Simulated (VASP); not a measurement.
# Mo (Im-3m) in VASP: a series of runs

Runs on Mo. Level: PBE. Tasks: single point.

Program: VASP 6.6.1. These are calculated values, not measurements. Logs are shortened: lines on timing, memory, paths and dates and some standing lists are left out, and cuts for length are marked.

## Step 1: The cell of the first run

It takes space group Im-3m (No. 229, cubic). Conventional cell: a = 3.160 Å, b = 3.160 Å, c = 3.160 Å, α = 90.00°, β = 90.00°, γ = 90.00°. Mo (site symmetry m-3m) has 14 Mo at 2.74 to 3.16 Å within 3.6 Å.

## Step 2: Single point, PBE

INCAR reads:

```
ALGO = Fast
EDIFF = 1E-6
ENCUT = 520
GGA = PE
ISIF = 2
ISMEAR = 0
LASPH = True
LCHARG = False
LREAL = False
LWAVE = False
NBANDS = 13
NELM = 100
PREC = Accurate
SIGMA = 0.15
```

KPOINTS reads:

```
k-points
0
Gamma
  30 30 30
```

POSCAR reads:

```
Mo
1.0
   -1.5802194356      1.5802194356      1.5802194356
    1.5802194356     -1.5802194356      1.5802194356
    1.5802194356      1.5802194356     -1.5802194356
Mo
1
Direct
    0.0000000000      0.0000000000      0.0000000000
```

Potentials or basis: VASP PAW PBE potentials, release 64 (Mo_sv).

Run with:

```
$ cat potpaw_PBE.64/Mo_sv/POTCAR > POTCAR
$ mpirun -np 1 vasp_std > vasp.out
```

OUTCAR:

```text
EDIFF = 1E-6
   ENCUT = 520
   GGA = PE
   ISIF = 2
   ISMEAR = 0
   LASPH = True
   LREAL = False
   NELM = 100
   PREC = Accurate

 ion  position               nearest neighbor table
   1  0.000  0.000  0.000-

  LATTYP: Found a body centered cubic cell.
 ALAT       =     3.1604388712

  Lattice vectors:

 A1 = (  -1.5802194356,   1.5802194356,   1.5802194356)
 A2 = (   1.5802194356,  -1.5802194356,   1.5802194356)
 A3 = (   1.5802194356,   1.5802194356,  -1.5802194356)

Analysis of symmetry for initial positions (statically):
=====================================================================
 Subroutine PRICEL returns:
 Original cell was already a primitive cell.

 Routine SETGRP: Setting up the symmetry group for a
 body centered cubic supercell.

 Subroutine GETGRP returns: Found 48 space group operations
 (whereof 48 operations were pure point group operations)
 out of a pool of 48 trial point group operations.

The static configuration has the point symmetry O_h .

Analysis of symmetry for dynamics (positions and initial velocities):
=====================================================================
 Subroutine PRICEL returns:
 Original cell was already a primitive cell.

 Routine SETGRP: Setting up the symmetry group for a
 body centered cubic supercell.

 Subroutine GETGRP returns: Found 48 space group operations
 (whereof 48 operations were pure point group operations)
 out of a pool of 48 trial point group operations.

The dynamic configuration has the point symmetry O_h .

 Subroutine INISYM returns: Found 48 space group operations
 (whereof 48 operations are pure point group operations),
 and found     1 'primitive' translations

----------------------------------------------------------------------------------------

                                     Primitive cell

  volume of cell :      15.7838

  direct lattice vectors                    reciprocal lattice vectors
    -1.580219436  1.580219436  1.580219436     0.000000000  0.316411752  0.316411752
     1.580219436 -1.580219436  1.580219436     0.316411752  0.000000000  0.316411752
     1.580219436  1.580219436 -1.580219436     0.316411752  0.316411752  0.000000000

  length of vectors
     2.737020350  2.737020350  2.737020350     0.447473791  0.447473791  0.447473791

  position of ions in fractional coordinates (direct lattice)
     0.000000000  0.000000000  0.000000000

  ion indices of the primitive-cell ions
   primitive index   ion index
                 1           1

----------------------------------------------------------------------------------------

 KPOINTS: k-points

Automatic generation of k-mesh.
 Grid dimensions read from file:
 generate k-points for:   30   30   30

 Generating k-lattice:

  Cartesian coordinates                     Fractional coordinates (reciprocal lattice)
     0.000000000  0.010547058  0.010547058     0.033333333  0.000000000  0.000000000
     0.010547058  0.000000000  0.010547058     0.000000000  0.033333333  0.000000000
     0.010547058  0.010547058  0.000000000     0.000000000  0.000000000  0.033333333

  Length of vectors
     0.014915793  0.014915793  0.014915793

  Shift w.r.t. Gamma in fractional coordinates (k-lattice)
     0.000000000  0.000000000  0.000000000

 Subroutine IBZKPT returns following result:
 ===========================================

 Found    752 irreducible k-points:

 Following reciprocal coordinates:
            Coordinates               Weight
  0.000000  0.000000  0.000000      1.000000
  0.033333  0.000000  0.000000     12.000000
  0.066667  0.000000  0.000000     12.000000
  0.100000  0.000000  0.000000     12.000000
  0.133333  0.000000  0.000000     12.000000
  0.166667  0.000000  0.000000     12.000000
[... 16 lines left out ...]
  0.233333  0.033333  0.000000     48.000000
  0.266667  0.033333  0.000000     48.000000
 [... further k-points ...]
   k-points           NKPTS =    752   k-points in BZ     NKDIM =    752   number of bands    NBANDS=     13
   number of dos      NEDOS =    301   number of ions     NIONS =      1
   total plane-waves  NPLWV =   8000
   dimension x,y,z NGX =    20 NGY =   20 NGZ =   20
   dimension x,y,z NGXF=    40 NGYF=   40 NGZF=   40
   ions per type =               1
   NGX,Y,Z   is equivalent  to a cutoff of  12.15, 12.15, 12.15 a.u.
   NGXF,Y,Z  is equivalent  to a cutoff of  24.30, 24.30, 24.30 a.u.
 SYSTEM =  unknown system
   PREC   = accura    normal or accurate (medium, high low for compatibility)
   ISTART =      0    job   : 0-new  1-cont  2-samecut
   ICHARG =      2    charge: 1-file 2-atom 10-const
   ISPIN  =      1    spin polarized calculation?
   LNONCOLLINEAR =      F non collinear calculations
   LSORBIT =      F    spin-orbit coupling
   LASPH  =      T    aspherical Exc in radial PAW
   ENCUT  =  520.0 eV  38.22 Ry    6.18 a.u.   5.09  5.09  5.09*2*pi/ulx,y,z
   NELM   =    100;   NELMIN=  2; NELMDL= -5     # of ELM steps
   EDIFF  = 0.1E-05   stopping-criterion for ELM
   LREAL  =      F    real-space projection
   EDIFFG = 0.1E-04   stopping-criterion for IOM
   NSW    =      0    number of steps for IOM
   IBRION =     -1    ionic relax: 0-MD 1-quasi-New 2-CG
   NFREE  =      0    steps in history (QN), initial steepest desc. (CG)
   ISIF   =      2    stress and relaxation
   ISYM   =      2    0-nonsym 1-usesym 2-fastsym
   POTIM  = 0.5000    time-step for ionic-motion
   TEBEG  =    0.0;   TEEND  =   0.0 temperature during run
   PSTRESS=    0.0 pullay stress
   NELECT =      14.0000    total number of electrons
   NUPDOWN=      -1.0000    fix difference up-down
   EMIN   =  10.00;   EMAX   =-10.00  energy-range for DOS
   EFERMI =   0.00;   METHOD = LEGACY
   ISMEAR =     0;   SIGMA  =   0.15  broadening in eV -4-tet -1-fermi 0-gaus
   EFERMI_NEDOS =   21; number of points for ismear=-14 and -15
   IALGO  =     68    algorithm
   IMIX   =      4    mixing-type and parameters
     AMIX     =   0.40;   BMIX     =  1.00
     AMIX_MAG =   1.60;   BMIX_MAG =  1.00
  volume/ion in A,a.u.               =      15.78       106.51
  Fermi-wavevector in a.u.,A,eV,Ry     =   1.572945  2.972434 33.662922  2.474155
  Thomas-Fermi vector in A             =   2.674303
   LORBIT       =      0    0 simple, 1 ext, 2 COOP (PROOUT), +10 PAW based schemes
   GGA     = PE    functional components
   LHFCALC =     F    Hartree Fock is set to
   AEXX    =    0.0000 exact exchange contribution
   IVDW    =     0    specifies the selected vdW correction
   LEPSILON=     F    determine dielectric tensor
   LRPA    =     F    only Hartree local field effects (RPA)
 non-spin polarized calculation
 RMM-DIIS sequential band-by-band and
 Gauss-broadening in eV      SIGMA  =   0.15
  energy-cutoff  :      520.00
  volume of cell :       15.78
 maximum number of plane-waves:       438
   NGX = 11   NGY = 11   NGZ = 11

 number of electron      14.0000004 magnetization

 Free energy of the ion-electron system (eV)
  ---------------------------------------------------
  ext. energy  EPLUGINS =         0.00000000
  ---------------------------------------------------
  free energy    TOTEN  =       -10.93941614 eV

  energy without entropy =      -10.93288620  energy(sigma->0) =      -10.93615117

 E-fermi :  12.4422     XC(G=0): -13.3359

 val. band max:       12.4393797979   @ k =  -0.3333   0.3333   0.2000
 cond. band min:      12.4459225829   @ k =  -0.1333   0.1667   0.1000
 fundamental gap:      0.0065427849
 Fermi energy:        12.4422490434

 k-point     1 :       0.0000    0.0000    0.0000
  band No.  band energies     occupation
      1     -48.8418      2.00000
      2     -22.1300      2.00000
      3     -22.1300      2.00000
      4     -22.1300      2.00000
      5       5.2344      2.00000
      6      11.0927      2.00000
      7      11.0927      2.00000
      8      11.0927      2.00000
      9      14.0826      0.00000
     10      14.0826      0.00000
     11      27.2554      0.00000
     12      27.2554      0.00000
     13      27.2554      0.00000

 k-point     2 :       0.0333    0.0000    0.0000
  band No.  band energies     occupation
      1     -48.8391      2.00000
      2     -22.1460      2.00000
      3     -22.1350      2.00000
      4     -22.1302      2.00000
      5       5.2837      2.00000
      6      11.0648      2.00000
      7      11.0887      2.00000
      8      11.1384      2.00000
      9      14.0396      0.00000
     10      14.0831      0.00000
     11      27.2932      0.00000
     12      27.3380      0.00000
     13      27.3540      0.00000

 k-point     3 :       0.0667    0.0000    0.0000
  band No.  band energies     occupation
      1     -48.8310      2.00000
      2     -22.1928      2.00000
      3     -22.1494      2.00000
      4     -22.1305      2.00000
      5       5.4289      2.00000
      6      10.9836      2.00000
      7      11.0743      2.00000
      8      11.2748      2.00000
      9      13.9239      0.00000
     10      14.0856      0.00000
     11      27.3990      0.00000
     12      27.5831      0.00000
     13      27.6314      0.00000
[... 305 lines left out ...]
 k-point    23 :       0.2333    0.0333    0.0000
  band No.  band energies     occupation
      1     -48.7145      2.00000
      2     -22.8360      2.00000
      3     -22.3507      2.00000
      4     -22.1414      2.00000
      5       7.2315      2.00000
      6       9.9794      2.00000
      7      10.8355      2.00000
      8      13.4802      0.00000
      9      13.5776      0.00000
     10      14.2821      0.00000
     11      27.2557      0.00000
     12      28.5096      0.00000
     13      31.2496      0.00000

 k-point    24 :       0.2667    0.0333    0.0000
  band No.  band energies     occupation
      1     -48.6882      2.00000
      2     -22.9739      2.00000
      3     -22.3965      2.00000
      4     -22.1426      2.00000
      5       7.4279      2.00000
      6       9.7801      2.00000
      7      11.0380      2.00000
      8      13.6204      0.00000
      9      14.1549      0.00000
     10      14.3533      0.00000
     11      26.7558      0.00000
     12      27.8915      0.00000
     13      32.2136      0.00000

 [... further k-points ...]

------------------------ aborting loop because EDIFF is reached ----------------------------------------

  FORCE on cell =-STRESS in cart. coord.  units (eV):
  Direction    XX          YY          ZZ          XY          YZ          ZX
  --------------------------------------------------------------------------------------
  -------------------------------------------------------------------------------------
  Total        0.0622561      0.0622561      0.0622561     -0.0000000      0.0000000     -0.0000000
  in kB        6.3194680      6.3194680      6.3194680     -0.0000000      0.0000000     -0.0000000
  external PRESSURE =       6.3194680 kB  Pullay stress =       0.0000000 kB

 VOLUME and BASIS-vectors are now :
 -----------------------------------------------------------------------------
  energy-cutoff  :      520.00
  volume of cell :       15.78
      direct lattice vectors                 reciprocal lattice vectors
    -1.580219436  1.580219436  1.580219436     0.000000000  0.316411752  0.316411752
     1.580219436 -1.580219436  1.580219436     0.316411752  0.000000000  0.316411752
     1.580219436  1.580219436 -1.580219436     0.316411752  0.316411752  0.000000000

 POSITION                                       TOTAL-FORCE (eV/Angst)
 -----------------------------------------------------------------------------------
      0.00000      0.00000      0.00000        -0.000000      0.000000      0.000000
 -----------------------------------------------------------------------------------
    total drift:                                0.000000     -0.000000      0.000000

  FREE ENERGIE OF THE ION-ELECTRON SYSTEM (eV)
  ---------------------------------------------------
  free  energy   TOTEN  =       -10.9394161387 eV

  energy  without entropy=      -10.9328862027  energy(sigma->0) =      -10.93615117
```

Wall time 2.8 min (1 thread of Intel Xeon 8259CL, shared host); peak memory 0.25 GiB.

Results:

```
Free energy            : -10.9394 eV
Pressure               : 0.6 GPa
Band gap on the k mesh : zero (bands 7 and 8 overlap by 5.27 eV)
```

## Step 3: Single point, PBE

INCAR reads:

```
ALGO     = Fast           # electronic algorithm
EDIFF    = 1E-7           # SCF threshold, eV
ENCUT    = 520            # plane-wave cutoff, eV
GGA      = PE             # functional
ISIF     = 2              # what is computed and relaxed
ISMEAR   = 0              # smearing method
LASPH    = True           # aspherical terms in the spheres
LCHARG   = False          # write CHGCAR
LREAL    = False          # projectors in reciprocal space
LWAVE    = False          # write WAVECAR
NBANDS   = 13             # bands
NELM     = 60             # most SCF steps
PREC     = Accurate       # precision mode
SIGMA    = 0.15           # smearing width, eV
```

KPOINTS reads:

```
k-points
0
Gamma
  26 26 26
```

POSCAR is that of step 2.

Potentials or basis: VASP PAW PBE potentials, release 64 (Mo_sv).

Run with:

```
$ cat potpaw_PBE.64/Mo_sv/POTCAR > POTCAR
$ mpirun -np 1 vasp_std > vasp.out
```

Run time: 2.2 min. Hardware: 1 thread of Intel Xeon 8259CL, shared host; peak memory 0.21 GiB.

Results (log left out):

- Free energy: -10.9392 eV
- Pressure: 0.6 GPa
- Band gap on the k mesh: zero (bands 7 and 8 overlap by 5.27 eV)

Levels at points of the mesh, in eV from the Fermi level:
```tsv
k point	band 5	band 6	band 7	band 8	band 9	band 10
(0.00, 0.00, 0.00)	-7.20	-1.34	-1.34	-1.34	1.65	1.65
(0.50, 0.00, 0.00)	-5.26	-3.35	1.60	1.68	2.30	4.68
(0.50, 0.50, 0.50)	-5.36	-5.36	3.93	3.93	3.93	9.00
```

(Continued in part 2 of 2.)
